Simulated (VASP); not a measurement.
# Cs2AgSbF6 (Fm-3m) in VASP: further runs

Runs on Cs2AgSbF6. Level: PBE. Tasks: single point.

Program: VASP 6.6.1. These are calculated values, not measurements. Logs are shortened: lines on timing, memory, paths and dates and some standing lists are left out, and cuts for length are marked.

### Step 1. The cell of the first run

Symmetry: Fm-3m, No. 225, cubic system. The conventional cell has a = 9.445 Å, b = 9.445 Å, c = 9.445 Å, α = 90.00°, β = 90.00°, γ = 90.00°. Cs (site symmetry -43m) has 12 F at 3.34 Å and 4 Sb at 4.09 Å and 4 Ag at 4.09 Å within 4.4 Å. Within 3.3 Å of Ag (site symmetry m-3m) lie 6 F at 2.50 Å. Sb (site symmetry m-3m) has 6 F at 2.22 Å within 2.9 Å. Within 2.9 Å of F (site symmetry 4mm) lie 1 Sb at 2.22 Å and 1 Ag at 2.50 Å.

### Step 2. Single point, PBE

INCAR

```
  PREC = Accurate
  ENCUT = 520
  EDIFF = 1E-7
  ISMEAR = -1
  SIGMA = 0.01
  LREAL = False
  LASPH = True
  NELM = 60
  ALGO = Normal
  ISIF = 2
  LWAVE = False
  LCHARG = True
  GGA = PE
  LELF = True
  LVHAR = True
  NBANDS = 49
```

KPOINTS

```
Automatic mesh
0
Gamma
  3 3 3
```

POSCAR

```
Cs2AgSbF6
1.0
    0.0000000000      4.7223784136      4.7223784136
    4.7223784136      0.0000000000      4.7223784136
    4.7223784136      4.7223784136      0.0000000000
Cs Ag Sb F
2 1 1 6
Direct
    0.7500000307      0.7500000307      0.7500000307
    0.2499999693      0.2499999693      0.2499999693
    0.5000000000      0.5000000000      0.5000000000
    0.0000000000      0.0000000000      0.0000000000
    0.7649281332      0.2350718270      0.2350718270
    0.2350718270      0.2350718270      0.7649281332
    0.2350718668      0.7649281730      0.7649281730
    0.2350718270      0.7649281332      0.2350718270
    0.7649281730      0.2350718668      0.7649281730
    0.7649281730      0.7649281730      0.2350718668
```

Potentials or basis: VASP PAW PBE potentials, release 64 (Cs_sv, Ag, Sb, F).

Started as:

```
$ cat potpaw_PBE.64/Cs_sv/POTCAR potpaw_PBE.64/Ag/POTCAR potpaw_PBE.64/Sb/POTCAR potpaw_PBE.64/F/POTCAR > POTCAR
$ mpirun -np 1 vasp_std > vasp.out
```

OUTCAR:

```text
PREC = Accurate
   ENCUT = 520
   EDIFF = 1E-7
   ISMEAR = -1
   LREAL = False
   LASPH = True
   NELM = 60
   ISIF = 2
   GGA = PE

 ion  position               nearest neighbor table
   1  0.750  0.750  0.750-
   2  0.250  0.250  0.250-
   3  0.500  0.500  0.500-   5 2.50   6 2.50   7 2.50   8 2.50   9 2.50  10 2.50
   4  0.000  0.000  0.000-   5 2.22   6 2.22   7 2.22   8 2.22   9 2.22  10 2.22
   5  0.765  0.235  0.235-   4 2.22   3 2.50
   6  0.235  0.235  0.765-   4 2.22   3 2.50
   7  0.235  0.765  0.765-   4 2.22   3 2.50
   8  0.235  0.765  0.235-   4 2.22   3 2.50
   9  0.765  0.235  0.765-   4 2.22   3 2.50
  10  0.765  0.765  0.235-   4 2.22   3 2.50

  LATTYP: Found a face centered cubic cell.
 ALAT       =     9.4447568272

  Lattice vectors:

 A1 = (   0.0000000000,   4.7223784136,   4.7223784136)
 A2 = (   4.7223784136,   0.0000000000,   4.7223784136)
 A3 = (   4.7223784136,   4.7223784136,   0.0000000000)

Analysis of symmetry for initial positions (statically):
=====================================================================
 Subroutine PRICEL returns:
 Original cell was already a primitive cell.

 Routine SETGRP: Setting up the symmetry group for a
 face centered cubic supercell.

 Subroutine GETGRP returns: Found 48 space group operations
 (whereof 48 operations were pure point group operations)
 out of a pool of 48 trial point group operations.

The static configuration has the point symmetry O_h .

Analysis of symmetry for dynamics (positions and initial velocities):
=====================================================================
 Subroutine PRICEL returns:
 Original cell was already a primitive cell.

 Routine SETGRP: Setting up the symmetry group for a
 face centered cubic supercell.

 Subroutine GETGRP returns: Found 48 space group operations
 (whereof 48 operations were pure point group operations)
 out of a pool of 48 trial point group operations.

The dynamic configuration has the point symmetry O_h .

 Subroutine INISYM returns: Found 48 space group operations
 (whereof 48 operations are pure point group operations),
 and found     1 'primitive' translations

----------------------------------------------------------------------------------------

                                     Primitive cell

  volume of cell :     210.6262

  direct lattice vectors                    reciprocal lattice vectors
     0.000000000  4.722378414  4.722378414    -0.105878851  0.105878851  0.105878851
     4.722378414  0.000000000  4.722378414     0.105878851 -0.105878851  0.105878851
     4.722378414  4.722378414  0.000000000     0.105878851  0.105878851 -0.105878851

  length of vectors
     6.678451599  6.678451599  6.678451599     0.183387549  0.183387549  0.183387549

  position of ions in fractional coordinates (direct lattice)
     0.750000031  0.750000031  0.750000031
     0.249999969  0.249999969  0.249999969
     0.500000000  0.500000000  0.500000000
     0.000000000  0.000000000  0.000000000
     0.764928133  0.235071827  0.235071827
     0.235071827  0.235071827  0.764928133
     0.235071867  0.764928173  0.764928173
     0.235071827  0.764928133  0.235071827
     0.764928173  0.235071867  0.764928173
     0.764928173  0.764928173  0.235071867

  ion indices of the primitive-cell ions
   primitive index   ion index
                 1           1
                 2           2
                 3           3
                 4           4
                 5           5
                 6           6
                 7           7
                 8           8
                 9           9
                10          10

----------------------------------------------------------------------------------------

 KPOINTS: Automatic mesh

Automatic generation of k-mesh.
 Grid dimensions read from file:
 generate k-points for:    3    3    3

 Generating k-lattice:

  Cartesian coordinates                     Fractional coordinates (reciprocal lattice)
    -0.035292950  0.035292950  0.035292950     0.333333333  0.000000000  0.000000000
     0.035292950 -0.035292950  0.035292950     0.000000000  0.333333333  0.000000000
     0.035292950  0.035292950 -0.035292950     0.000000000  0.000000000  0.333333333

  Length of vectors
     0.061129183  0.061129183  0.061129183

  Shift w.r.t. Gamma in fractional coordinates (k-lattice)
     0.000000000  0.000000000  0.000000000

 Subroutine IBZKPT returns following result:
 ===========================================

 Found      4 irreducible k-points:

 Following reciprocal coordinates:
            Coordinates               Weight
  0.000000  0.000000  0.000000      1.000000
  0.333333  0.000000  0.000000      8.000000
  0.333333  0.333333  0.000000      6.000000
 -0.333333  0.333333  0.000000     12.000000
   k-points           NKPTS =      4   k-points in BZ     NKDIM =      4   number of bands    NBANDS=     49
   number of dos      NEDOS =    301   number of ions     NIONS =     10
   total plane-waves  NPLWV = 125000
   dimension x,y,z NGX =    50 NGY =   50 NGZ =   50
   dimension x,y,z NGXF=   100 NGYF=  100 NGZF=  100
   ions per type =               2   1   1   6
   NGX,Y,Z   is equivalent  to a cutoff of  12.45, 12.45, 12.45 a.u.
   NGXF,Y,Z  is equivalent  to a cutoff of  24.89, 24.89, 24.89 a.u.
 SYSTEM =  unknown system
   PREC   = accura    normal or accurate (medium, high low for compatibility)
   ISTART =      0    job   : 0-new  1-cont  2-samecut
   ICHARG =      2    charge: 1-file 2-atom 10-const
   ISPIN  =      1    spin polarized calculation?
   LNONCOLLINEAR =      F non collinear calculations
   LSORBIT =      F    spin-orbit coupling
   LASPH  =      T    aspherical Exc in radial PAW
   ENCUT  =  520.0 eV  38.22 Ry    6.18 a.u.  12.42 12.42 12.42*2*pi/ulx,y,z
   NELM   =     60;   NELMIN=  2; NELMDL= -5     # of ELM steps
   EDIFF  = 0.1E-06   stopping-criterion for ELM
   LREAL  =      F    real-space projection
   EDIFFG = 0.1E-05   stopping-criterion for IOM
   NSW    =      0    number of steps for IOM
   IBRION =     -1    ionic relax: 0-MD 1-quasi-New 2-CG
   NFREE  =      0    steps in history (QN), initial steepest desc. (CG)
   ISIF   =      2    stress and relaxation
   ISYM   =      2    0-nonsym 1-usesym 2-fastsym
   POTIM  = 0.5000    time-step for ionic-motion
   TEBEG  =    0.0;   TEEND  =   0.0 temperature during run
   PSTRESS=    0.0 pullay stress
   NELECT =      76.0000    total number of electrons
   NUPDOWN=      -1.0000    fix difference up-down
   EMIN   =  10.00;   EMAX   =-10.00  energy-range for DOS
   EFERMI =   0.00;   METHOD = LEGACY
   ISMEAR =    -1;   SIGMA  =   0.01  broadening in eV -4-tet -1-fermi 0-gaus
   EFERMI_NEDOS =   21; number of points for ismear=-14 and -15
   IALGO  =     38    algorithm
   IMIX   =      4    mixing-type and parameters
     AMIX     =   0.40;   BMIX     =  1.00
     AMIX_MAG =   1.60;   BMIX_MAG =  1.00
  volume/ion in A,a.u.               =      21.06       142.14
  Fermi-wavevector in a.u.,A,eV,Ry     =   1.165490  2.202457 18.481706  1.358367
  Thomas-Fermi vector in A             =   2.302015
   LORBIT       =      0    0 simple, 1 ext, 2 COOP (PROOUT), +10 PAW based schemes
   GGA     = PE    functional components
   LHFCALC =     F    Hartree Fock is set to
   AEXX    =    0.0000 exact exchange contribution
   IVDW    =     0    specifies the selected vdW correction
   LEPSILON=     F    determine dielectric tensor
   LRPA    =     F    only Hartree local field effects (RPA)
 non-spin polarized calculation
  energy-cutoff  :      520.00
  volume of cell :      210.63
 maximum number of plane-waves:      5769
 NGX is ok and might be reduce to    50
   NGX = 25   NGY = 25   NGZ = 25

 number of electron      75.9999968 magnetization

 Free energy of the ion-electron system (eV)
  ---------------------------------------------------
  ext. energy  EPLUGINS =         0.00000000
  ---------------------------------------------------
  free energy    TOTEN  =       -42.18532173 eV

  energy without entropy =      -42.18532173  energy(sigma->0) =      -42.18532173

 E-fermi :   1.5965     XC(G=0):  -8.7208

 val. band max:        1.3432404545   @ k =  -0.3333   0.3333   0.0000
 cond. band min:       4.0926319959   @ k =   0.3333   0.0000   0.0000
 fundamental gap:      2.7493915414
 Fermi energy:         1.5965387717

 k-point     1 :       0.0000    0.0000    0.0000
  band No.  band energies     occupation
      1     -21.0836      2.00000
      2     -20.7869      2.00000
      3     -20.7869      2.00000
      4     -20.7869      2.00000
      5     -20.6560      2.00000
      6     -20.6560      2.00000
[... 41 lines left out ...]
     48       8.7610      0.00000
     49       9.0849      0.00000

 k-point     2 :       0.3333    0.0000    0.0000
  band No.  band energies     occupation
      1     -21.0442      2.00000
      2     -20.8192      2.00000
      3     -20.7812      2.00000
      4     -20.7812      2.00000
      5     -20.6618      2.00000
      6     -20.6618      2.00000
[... 41 lines left out ...]
     48       9.1366      0.00000
     49       9.2352      0.00000

 k-point     3 :       0.3333    0.3333    0.0000
  band No.  band energies     occupation
      1     -21.0343      2.00000
      2     -20.8008      2.00000
      3     -20.7883      2.00000
      4     -20.7883      2.00000
      5     -20.6807      2.00000
      6     -20.6545      2.00000
[... 41 lines left out ...]
     48       8.4959      0.00000
     49       9.3137      0.00000

 k-point     4 :      -0.3333    0.3333    0.0000
  band No.  band energies     occupation
      1     -21.0182      2.00000
      2     -20.8121      2.00000
      3     -20.7960      2.00000
      4     -20.7821      2.00000
      5     -20.6766      2.00000
      6     -20.6614      2.00000
[... 41 lines left out ...]
     48       8.7841      0.00000
     49       9.0892      0.00000

------------------------ aborting loop because EDIFF is reached ----------------------------------------

  FORCE on cell =-STRESS in cart. coord.  units (eV):
  Direction    XX          YY          ZZ          XY          YZ          ZX
  --------------------------------------------------------------------------------------
  -------------------------------------------------------------------------------------
  Total       -0.5973013     -0.5973013     -0.5973013      0.0000000      0.0000000      0.0000000
  in kB       -4.5435124     -4.5435124     -4.5435124      0.0000000      0.0000000      0.0000000
  external PRESSURE =      -4.5435124 kB  Pullay stress =       0.0000000 kB

 VOLUME and BASIS-vectors are now :
 -----------------------------------------------------------------------------
  energy-cutoff  :      520.00
  volume of cell :      210.63
      direct lattice vectors                 reciprocal lattice vectors
     0.000000000  4.722378414  4.722378414    -0.105878851  0.105878851  0.105878851
     4.722378414  0.000000000  4.722378414     0.105878851 -0.105878851  0.105878851
     4.722378414  4.722378414  0.000000000     0.105878851  0.105878851 -0.105878851

 POSITION                                       TOTAL-FORCE (eV/Angst)
 -----------------------------------------------------------------------------------
      7.08357      7.08357      7.08357        -0.000000     -0.000000      0.000000
      2.36119      2.36119      2.36119         0.000000      0.000000      0.000000
      4.72238      4.72238      4.72238        -0.000000      0.000000      0.000000
      0.00000      0.00000      0.00000        -0.000000      0.000000      0.000000
      2.22020      4.72238      4.72238        -0.071464      0.000000      0.000000
      4.72238      4.72238      2.22020        -0.000000      0.000000     -0.071464
      7.22456      4.72238      4.72238         0.071464      0.000000      0.000000
      4.72238      2.22020      4.72238        -0.000000     -0.071464      0.000000
      4.72238      7.22456      4.72238        -0.000000      0.071464      0.000000
      4.72238      4.72238      7.22456        -0.000000      0.000000      0.071464
 -----------------------------------------------------------------------------------
    total drift:                               -0.000000     -0.000000     -0.000000

  FREE ENERGIE OF THE ION-ELECTRON SYSTEM (eV)
  ---------------------------------------------------
  free  energy   TOTEN  =       -42.1853217279 eV

  energy  without entropy=      -42.1853217279  energy(sigma->0) =      -42.18532173
```

Wall time 42 s (1 thread of Intel Xeon 6975P-C (Granite Rapids), shared host); peak memory 0.36 GiB.

What came out:

* Free energy: -42.1853 eV
* Pressure: -0.5 GPa
* Largest force: 0.071 eV/Å
* Band gap on the k mesh: 2.75 eV (least direct gap 3.11 eV)

Forces in eV/Å, atoms in the order of the input:
```
Cs   0.000  0.000  0.000
Cs   0.000  0.000  0.000
Ag   0.000  0.000  0.000
Sb   0.000  0.000  0.000
F   -0.071  0.000  0.000
F    0.000  0.000 -0.071
F    0.071  0.000  0.000
F    0.000 -0.071  0.000
F    0.000  0.071  0.000
F    0.000  0.000  0.071
```

Caveat: spin-orbit coupling is left out, which moves the levels of the heavy elements; an odd mesh through Γ misses points on the zone boundary, where band edges can lie.

(Part 1 of 2 ends here.)
